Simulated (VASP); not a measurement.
# KNd2Sb3 (P-4m2) in VASP: notebook

The runs below take KNd2Sb3 through relaxation of cell and atoms, with PBE.

Everything below comes from runs of VASP 6.6.1. Logs are shortened: lines on timing, memory, paths and dates and some standing lists are left out, and cuts for length are marked.

### Step 1. The cell of the first run

It takes space group P-4m2 (No. 115, tetragonal). The conventional cell has a = 4.337 Å, b = 4.337 Å, c = 9.555 Å, α = 90.00°, β = 90.00°, γ = 90.00°. K (site symmetry -4m2) has 4 Sb at 3.07 Å and 4 Nd at 3.32 Å within 4.0 Å. Nd (site symmetry 2mm) has 7 Sb at 3.26 to 3.43 Å and 2 K at 3.32 Å and 4 Nd at 4.34 Å within 4.4 Å. Within 4.0 Å of Sb (site symmetry -4m2) lie 4 K at 3.07 Å and 4 Nd at 3.32 Å. Within 4.4 Å of Sb (site symmetry 2mm) lie 5 Nd at 3.26 to 3.43 Å and 10 Sb at 3.85 to 4.34 Å and 2 K at 4.22 Å.

The cell was generated, and may not be a known phase.

### Step 2. Relaxation of cell and atoms, PBE

Input file INCAR:

```
PREC     = Accurate       # precision mode
ENCUT    = 500            # plane-wave cutoff, eV
EDIFF    = 1E-7           # SCF threshold, eV
ISMEAR   = 0              # smearing method
SIGMA    = 0.2            # smearing width, eV
LREAL    = False          # projectors in reciprocal space
LASPH    = True           # aspherical terms in the spheres
NELM     = 200            # most SCF steps
ALGO     = Normal         # electronic algorithm
ISIF     = 3              # what is computed and relaxed
LWAVE    = False          # write WAVECAR
LCHARG   = False          # write CHGCAR
GGA      = PE             # functional
IBRION   = 2              # ionic algorithm
NSW      = 36             # ionic steps
EDIFFG   = -0.08          # ionic threshold
GGA_COMPAT= False        
NELMIN   = 4            
LMAXMIX  = 6              # l up to which the mixer works
```

Input file KPOINTS:

```
regular mesh
0
Gamma
  4 4 2
```

Input file POSCAR:

```
KNd2Sb3
1.0
    4.3374066600      0.0000000000      0.0000000000
    0.0000000000      4.3374066600      0.0000000000
    0.0000000000      0.0000000000      9.5553957900
K Nd Sb
1 2 3
Direct
    0.0000000000      0.0000000000      0.0000000000
    0.0000000000      0.5000000000      0.7376120100
    0.5000000000      0.0000000000      0.2623879900
    0.5000000000      0.5000000000      0.0000000000
    0.0000000000      0.5000000000      0.3786259900
    0.5000000000      0.0000000000      0.6213740100
```

Potentials or basis: VASP PAW PBE potentials, release 64 (K_sv, Nd_3, Sb), 4f in core.

Command:

```console
> cat potpaw_PBE.64/K_sv/POTCAR potpaw_PBE.64/Nd_3/POTCAR potpaw_PBE.64/Sb/POTCAR > POTCAR
> mpirun -np 1 vasp_std > vasp.out
```

OUTCAR:

```text
PREC = Accurate
   ENCUT = 500
   EDIFF = 1E-7
   ISMEAR = 0
   LREAL = False
   LASPH = True
   NELM = 200
   ISIF = 3
   GGA = PE
   IBRION = 2
   NSW = 36
   EDIFFG = -0.08
   NELMIN = 4

 ion  position               nearest neighbor table
   1  0.000  0.000  0.000-   4 3.07   4 3.07   4 3.07   4 3.07   3 3.32   3 3.32   2 3.32   2 3.32

   2  0.000  0.500  0.738-   6 3.26   6 3.26   6 3.26   6 3.26   4 3.32   4 3.32   1 3.32   1 3.32
                             5 3.43
   3  0.500  0.000  0.262-   5 3.26   5 3.26   5 3.26   5 3.26   4 3.32   1 3.32   1 3.32   4 3.32
                             6 3.43
   4  0.500  0.500  0.000-   1 3.07   1 3.07   1 3.07   1 3.07   3 3.32   3 3.32   2 3.32   2 3.32

   5  0.000  0.500  0.379-   3 3.26   3 3.26   3 3.26   3 3.26   2 3.43
   6  0.500  0.000  0.621-   2 3.26   2 3.26   2 3.26   2 3.26   3 3.43

  LATTYP: Found a simple tetragonal cell.
 ALAT       =     4.3374066600
 C/A-ratio  =     2.2030205003

  Lattice vectors:

 A1 = (   4.3374066600,   0.0000000000,   0.0000000000)
 A2 = (   0.0000000000,   4.3374066600,   0.0000000000)
 A3 = (   0.0000000000,   0.0000000000,   9.5553957900)

Analysis of symmetry for initial positions (statically):
=====================================================================
 Subroutine PRICEL returns:
 Original cell was already a primitive cell.

 Routine SETGRP: Setting up the symmetry group for a
 simple tetragonal supercell.

 Subroutine GETGRP returns: Found  8 space group operations
 (whereof  8 operations were pure point group operations)
 out of a pool of 16 trial point group operations.

The static configuration has the point symmetry D_2d.

Analysis of symmetry for dynamics (positions and initial velocities):
=====================================================================
 Subroutine PRICEL returns:
 Original cell was already a primitive cell.

 Routine SETGRP: Setting up the symmetry group for a
 simple tetragonal supercell.

 Subroutine GETGRP returns: Found  8 space group operations
 (whereof  8 operations were pure point group operations)
 out of a pool of 16 trial point group operations.

The dynamic configuration has the point symmetry D_2d.

 Subroutine INISYM returns: Found  8 space group operations
 (whereof  8 operations are pure point group operations),
 and found     1 'primitive' translations

----------------------------------------------------------------------------------------

                                     Primitive cell

  volume of cell :     179.7666

  direct lattice vectors                    reciprocal lattice vectors
     4.337406660  0.000000000  0.000000000     0.230552512  0.000000000  0.000000000
     0.000000000  4.337406660  0.000000000     0.000000000  0.230552512  0.000000000
     0.000000000  0.000000000  9.555395790     0.000000000  0.000000000  0.104652913

  length of vectors
     4.337406660  4.337406660  9.555395790     0.230552512  0.230552512  0.104652913

  position of ions in fractional coordinates (direct lattice)
     0.000000000  0.000000000  0.000000000
     0.000000000  0.500000000  0.737612010
     0.500000000  0.000000000  0.262387990
     0.500000000  0.500000000  0.000000000
     0.000000000  0.500000000  0.378625990
     0.500000000  0.000000000  0.621374010

  ion indices of the primitive-cell ions
   primitive index   ion index
                 1           1
                 2           2
                 3           3
                 4           4
                 5           5
                 6           6

----------------------------------------------------------------------------------------

 KPOINTS: regular mesh

Automatic generation of k-mesh.
 Grid dimensions read from file:
 generate k-points for:    4    4    2

 Generating k-lattice:

  Cartesian coordinates                     Fractional coordinates (reciprocal lattice)
     0.057638128  0.000000000  0.000000000     0.250000000  0.000000000  0.000000000
     0.000000000  0.057638128  0.000000000     0.000000000  0.250000000  0.000000000
     0.000000000  0.000000000  0.052326456     0.000000000  0.000000000  0.500000000

  Length of vectors
     0.057638128  0.057638128  0.052326456

  Shift w.r.t. Gamma in fractional coordinates (k-lattice)
     0.000000000  0.000000000  0.000000000

 Subroutine IBZKPT returns following result:
 ===========================================

 Found     12 irreducible k-points:

 Following reciprocal coordinates:
            Coordinates               Weight
  0.000000  0.000000  0.000000      1.000000
  0.250000  0.000000  0.000000      4.000000
  0.500000  0.000000  0.000000      2.000000
  0.250000  0.250000  0.000000      4.000000
  0.500000  0.250000  0.000000      4.000000
  0.500000  0.500000  0.000000      1.000000
  0.000000  0.000000  0.500000      1.000000
  0.250000  0.000000  0.500000      4.000000
  0.500000  0.000000  0.500000      2.000000
  0.250000  0.250000  0.500000      4.000000
  0.500000  0.250000  0.500000      4.000000
  0.500000  0.500000  0.500000      1.000000
   k-points           NKPTS =     12   k-points in BZ     NKDIM =     12   number of bands    NBANDS=     27
   number of dos      NEDOS =    301   number of ions     NIONS =      6
   total plane-waves  NPLWV =  71680
   dimension x,y,z NGX =    32 NGY =   32 NGZ =   70
   dimension x,y,z NGXF=    64 NGYF=   64 NGZF=  140
   ions per type =               1   2   3
   NGX,Y,Z   is equivalent  to a cutoff of  12.27, 12.27, 12.18 a.u.
   NGXF,Y,Z  is equivalent  to a cutoff of  24.53, 24.53, 24.36 a.u.
 SYSTEM =  unknown system
   PREC   = accura    normal or accurate (medium, high low for compatibility)
   ISTART =      0    job   : 0-new  1-cont  2-samecut
   ICHARG =      2    charge: 1-file 2-atom 10-const
   ISPIN  =      1    spin polarized calculation?
   LNONCOLLINEAR =      F non collinear calculations
   LSORBIT =      F    spin-orbit coupling
   LASPH  =      T    aspherical Exc in radial PAW
   ENCUT  =  500.0 eV  36.75 Ry    6.06 a.u.   7.91  7.91 17.42*2*pi/ulx,y,z
   NELM   =    200;   NELMIN=  4; NELMDL= -5     # of ELM steps
   EDIFF  = 0.1E-06   stopping-criterion for ELM
   LREAL  =      F    real-space projection
   EDIFFG = -.8E-01   stopping-criterion for IOM
   NSW    =     36    number of steps for IOM
   IBRION =      2    ionic relax: 0-MD 1-quasi-New 2-CG
   NFREE  =      1    steps in history (QN), initial steepest desc. (CG)
   ISIF   =      3    stress and relaxation
   ISYM   =      2    0-nonsym 1-usesym 2-fastsym
   POTIM  = 0.5000    time-step for ionic-motion
   TEBEG  =    0.0;   TEEND  =   0.0 temperature during run
   PSTRESS=    0.0 pullay stress
   NELECT =      46.0000    total number of electrons
   NUPDOWN=      -1.0000    fix difference up-down
   EMIN   =  10.00;   EMAX   =-10.00  energy-range for DOS
   EFERMI =   0.00;   METHOD = LEGACY
   ISMEAR =     0;   SIGMA  =   0.20  broadening in eV -4-tet -1-fermi 0-gaus
   EFERMI_NEDOS =   21; number of points for ismear=-14 and -15
   IALGO  =     38    algorithm
   IMIX   =      4    mixing-type and parameters
     AMIX     =   0.40;   BMIX     =  1.00
     AMIX_MAG =   1.60;   BMIX_MAG =  1.00
  volume/ion in A,a.u.               =      29.96       202.19
  Fermi-wavevector in a.u.,A,eV,Ry     =   1.039340  1.964068 14.697399  1.080228
  Thomas-Fermi vector in A             =   2.173866
   LORBIT       =      0    0 simple, 1 ext, 2 COOP (PROOUT), +10 PAW based schemes
   GGA     = PE    functional components
   LHFCALC =     F    Hartree Fock is set to
   AEXX    =    0.0000 exact exchange contribution
   IVDW    =     0    specifies the selected vdW correction
   LEPSILON=     F    determine dielectric tensor
   LRPA    =     F    only Hartree local field effects (RPA)
 conjugate gradient relaxation of ions
 non-spin polarized calculation
 Gauss-broadening in eV      SIGMA  =   0.20
  energy-cutoff  :      500.00
  volume of cell :      179.77
 maximum number of plane-waves:      4592
 NGX is ok and might be reduce to    32
   NGX = 15   NGY = 15   NGZ = 35

--------------------------------------- Ionic step        1  -------------------------------------------

 number of electron      45.9999999 magnetization

 Free energy of the ion-electron system (eV)
  ---------------------------------------------------
  ext. energy  EPLUGINS =         0.00000000
  ---------------------------------------------------
  free energy    TOTEN  =       -25.30568553 eV

  energy without entropy =      -25.20780266  energy(sigma->0) =      -25.25674409

------------------------ aborting loop because EDIFF is reached ----------------------------------------

  FORCE on cell =-STRESS in cart. coord.  units (eV):
  Direction    XX          YY          ZZ          XY          YZ          ZX
  --------------------------------------------------------------------------------------
  -------------------------------------------------------------------------------------
  Total        5.2384010      5.2384010      1.2240966      0.0000000      0.0000000      0.0000000
  in kB       46.6874723     46.6874723     10.9098127      0.0000000      0.0000000      0.0000000
  external PRESSURE =      34.7615857 kB  Pullay stress =       0.0000000 kB
[... 101 lines left out ...]
  FREE ENERGIE OF THE ION-ELECTRON SYSTEM (eV)
  ---------------------------------------------------
  free  energy   TOTEN  =       -25.6055121167 eV

  energy  without entropy=      -25.4881819487  energy(sigma->0) =      -25.54684703

[... ionic steps 4 to 10 ...]

--------------------------------------- Ionic step       11  -------------------------------------------

 number of electron      45.9999999 magnetization

------------------------ aborting loop because EDIFF is reached ----------------------------------------

  FORCE on cell =-STRESS in cart. coord.  units (eV):
  Direction    XX          YY          ZZ          XY          YZ          ZX
  --------------------------------------------------------------------------------------
  -------------------------------------------------------------------------------------
  Total        0.2774596      0.2774596     -0.9684801      0.0000000      0.0000000      0.0000000
  in kB        2.3193909      2.3193909     -8.0958956      0.0000000      0.0000000      0.0000000
  external PRESSURE =      -1.1523713 kB  Pullay stress =       0.0000000 kB
[... 65 lines left out ...]
  energy  without entropy=      -26.7641762336  energy(sigma->0) =      -26.79921937

--------------------------------------- Ionic step       13  -------------------------------------------

 number of electron      46.0000002 magnetization

 Free energy of the ion-electron system (eV)
  ---------------------------------------------------
  ext. energy  EPLUGINS =         0.00000000
  ---------------------------------------------------
  free energy    TOTEN  =       -26.84493428 eV

  energy without entropy =      -26.77609473  energy(sigma->0) =      -26.81051450

 E-fermi :   4.6624     XC(G=0):  -9.4508

 val. band max:        4.5657549031   @ k =   0.2500   0.2500   0.5000
 cond. band min:       4.7421651681   @ k =   0.2500   0.0000   0.5000
 fundamental gap:      0.1764102650
 Fermi energy:         4.6624111615

 k-point     1 :       0.0000    0.0000    0.0000
  band No.  band energies     occupation
      1     -33.6627      2.00000
      2     -33.6555      2.00000
      3     -25.3272      2.00000
      4     -14.8265      2.00000
      5     -14.7854      2.00000
      6     -14.7854      2.00000
[... 382 lines left out ...]
  FREE ENERGIE OF THE ION-ELECTRON SYSTEM (eV)
  ---------------------------------------------------
  free  energy   TOTEN  =       -26.8449342798 eV

  energy  without entropy=      -26.7760947254  energy(sigma->0) =      -26.81051450

 reached required accuracy - stopping structural energy minimisation
```

Wall time 7 min (1 thread of Intel Xeon Platinum 8488C (Sapphire Rapids), shared host); peak memory 0.3 GiB.

What came out:

```yaml
Free_energy: -26.8449 eV
Relaxed_volume: 31.44 Å³/atom
Relaxed_cell: a = 4.632 Å, b = 4.632 Å, c = 8.792 Å, α = 90.00°, β = 90.00°, γ = 90.00°
Space_group_after_relaxing_to_0.1_Å: P-4m2 (No. 115)
Energy_gained_by_relaxing: 256.5 meV/atom
Ionic_steps: 13
Pressure_after_relaxing: 0.1 GPa
Largest_force_after_relaxing: 0.036 eV/Å
Band_gap_on_the_k_mesh: zero (bands 23 and 24 overlap by 0.44 eV)
```

Forces in eV/Å, atoms in the order of the input:
```
K    0.000  0.000  0.000
Nd   0.000  0.000  0.016
Nd   0.000  0.000 -0.016
Sb   0.000  0.000  0.000
Sb   0.000  0.000 -0.036
Sb   0.000  0.000  0.036
```

Stress tensor (GPa, compression positive):
```
0.07 0.00 0.00
0.00 0.07 0.00
0.00 0.00 0.24
```

Step by step:
```
step  energy change (eV)  largest force (eV/Å)  pressure (GPa)  volume (Å³)
   1              0.0000                1.1470            3.48       179.77
   2             -0.2978                1.0407           -1.03       197.15
   3             -0.2998                1.0337           -1.34       198.75
   4             -0.4903                0.8802           -1.05       197.20
   5             -0.8332                1.4661            0.46       192.09
   6             -0.9878                1.3590            0.32       192.52
   7             -1.3148                1.0305           -0.11       193.81
   8             -1.1828                1.2206           -0.77       196.33
   9             -1.4076                0.7244           -0.44       194.77
  10             -1.5140                0.2055           -0.12       191.70
  11             -1.5140                0.2006           -0.12       191.66
  12             -1.5286                0.1474           -0.05       190.62
  13             -1.5392                0.0360            0.13       188.66
```

Final structure:
```
K Nd Sb
1.0
     4.63239    0.00000    0.00000
     0.00000    4.63239    0.00000
     0.00000    0.00000    8.79180
K Nd Sb
1 2 3
Direct
  0.00000 0.00000 0.00000
  0.00000 0.50000 0.67178
  0.50000 0.00000 0.32822
  0.50000 0.50000 0.00000
  0.00000 0.50000 0.31553
  0.50000 0.00000 0.68447
```

Levels at points of the mesh, in eV from the Fermi level:
```csv
k point,band 21,band 22,band 23,band 24,band 25,band 26
"(0.00, 0.00, 0.00)",-0.44,-0.44,-0.10,-0.10,0.11,1.41
"(0.50, 0.00, 0.00)",-1.65,-1.04,-0.49,0.39,2.02,2.09
"(0.50, 0.50, 0.00)",-1.38,-0.88,-0.88,-0.15,0.94,1.13
"(0.00, 0.00, 0.50)",-0.63,-0.63,0.20,0.49,0.93,0.93
"(0.50, 0.00, 0.50)",-1.92,-0.52,-0.22,0.11,1.91,2.26
"(0.50, 0.50, 0.50)",-1.25,-0.95,0.29,0.29,0.34,2.48
```

Caveat: the k points lie up to 0.36 Å⁻¹ apart in the final cell; spin-orbit coupling is left out, which moves the levels of the heavy elements; the 4f electrons are frozen in the core, so they carry no moment and show no levels; the relaxation stopped at a loose force limit of 0.08 eV/Å, so its end isn't a converged minimum.

### Step 3. Relaxation of cell and atoms, PBE

This run uses another cell than the first one, of 30.17 Å³/atom.

Input file INCAR:

```
SYSTEM = KNd2Sb3
PREC = Accurate ; ENCUT = 500
EDIFF = 1E-7 ; ISMEAR = 0
SIGMA = 0.2 ; LREAL = .FALSE.
LASPH = .TRUE. ; NELM = 200
ALGO = Normal ; ISIF = 3
LWAVE = .FALSE. ; LCHARG = .FALSE.
GGA = PE ; IBRION = 2
NSW = 36 ; EDIFFG = -0.08
GGA_COMPAT = .FALSE. ; NELMIN = 4
LMAXMIX = 6
```

Input file KPOINTS:

```
Automatic mesh
0
G
  4 4 2
  0 0 0
```

Input file POSCAR:

```
KNd2Sb3
1.0
    4.3452161200      0.0000000000      0.0000000000
    0.0000000000      4.3452161200      0.0000000000
    0.0000000000      0.0000000000      9.5859609800
K Nd Sb
1 2 3
Direct
    0.5000000000      0.5000000000      0.0000000000
    0.5000000000      0.0000000000      0.7391930200
    0.0000000000      0.5000000000      0.2608069800
    0.5000000000      0.0000000000      0.3837740100
    0.0000000000      0.5000000000      0.6162259900
    0.0000000000      0.0000000000      0.0000000000
```

Potentials or basis: VASP PAW PBE potentials, release 64 (K_sv, Nd_3, Sb), 4f in core.

Command:

```console
> cat potpaw_PBE.64/K_sv/POTCAR potpaw_PBE.64/Nd_3/POTCAR potpaw_PBE.64/Sb/POTCAR > POTCAR
> mpirun -np 1 vasp_std > vasp.out
```

Wall time 7 min (1 thread of Intel Xeon Platinum 8488C (Sapphire Rapids), shared host); peak memory 0.3 GiB.

It converged, with:

- Free energy: -26.8444 eV
- Relaxed volume: 31.62 Å³/atom
- Relaxed cell: a = 4.646 Å, b = 4.646 Å, c = 8.790 Å, α = 90.00°, β = 90.00°, γ = 90.00°
- Space group after relaxing (to 0.1 Å): P-4m2 (No. 115)
- Energy gained by relaxing: 261.7 meV/atom
- Ionic steps: 14
- Pressure after relaxing: -0.2 GPa
- Largest force after relaxing: 0.004 eV/Å
- Band gap on the k mesh: zero (bands 23 and 24 overlap by 0.44 eV)

Forces in eV/Å, atoms in the order of the input:
```
K    0.000  0.000  0.000
Nd   0.000  0.000  0.004
Nd   0.000  0.000 -0.004
Sb   0.000  0.000  0.000
Sb   0.000  0.000  0.000
Sb   0.000  0.000  0.000
```

Stress tensor (GPa, compression positive):
```
-0.31  0.00  0.00
 0.00 -0.31  0.00
 0.00  0.00  0.11
```

The path:
```tsv
step	energy change (eV)	largest force (eV/Å)	pressure (GPa)	volume (Å³)
1	0.0000	1.1684	2.97	180.99
2	-0.2608	1.0266	-0.81	195.97
3	-0.2693	1.0049	-1.48	199.42
4	-0.4701	0.8179	-1.11	197.78
5	-0.8143	1.6127	0.67	192.44
6	-0.9556	1.5280	0.50	193.05
7	-1.2592	1.2568	0.01	194.88
8	-1.1829	1.4145	-0.79	198.49
9	-1.3573	0.9885	-0.39	196.37
10	-1.5158	0.3530	-0.48	194.35
11	-1.5241	0.2232	-0.40	193.72
12	-1.5467	0.1968	-0.03	191.28
13	-1.5621	0.1376	0.63	187.36
14	-1.5702	0.0036	-0.17	189.73
```

Final structure:
```
K Nd Sb
1.0
     4.64592    0.00000    0.00000
     0.00000    4.64592    0.00000
     0.00000    0.00000    8.79001
K Nd Sb
1 2 3
Direct
  0.50000 0.50000 0.00000
  0.50000 0.00000 0.67173
  0.00000 0.50000 0.32827
  0.50000 0.00000 0.31476
  0.00000 0.50000 0.68524
  0.00000 0.00000 0.00000
```

Levels at points of the mesh, in eV from the Fermi level:
```tsv
k point	band 21	band 22	band 23	band 24	band 25	band 26
(0.00, 0.00, 0.00)	-0.46	-0.44	-0.10	-0.10	0.11	1.39
(0.50, 0.00, 0.00)	-1.63	-1.03	-0.49	0.39	2.01	2.07
(0.50, 0.50, 0.00)	-1.39	-0.88	-0.88	-0.15	0.94	1.14
(0.00, 0.00, 0.50)	-0.64	-0.64	0.20	0.49	0.92	0.92
(0.50, 0.00, 0.50)	-1.91	-0.51	-0.22	0.11	1.90	2.25
(0.50, 0.50, 0.50)	-1.23	-0.96	0.29	0.29	0.34	2.46
```

Caveat: the k points lie up to 0.36 Å⁻¹ apart in the final cell; spin-orbit coupling is left out, which moves the levels of the heavy elements; the 4f electrons are frozen in the core, so they carry no moment and show no levels. Spin polarisation is off, so any magnetic state and its effect on volume and gap are missing.

The gap in the log of VASP goes by the Fermi energy; the results here count the filled bands.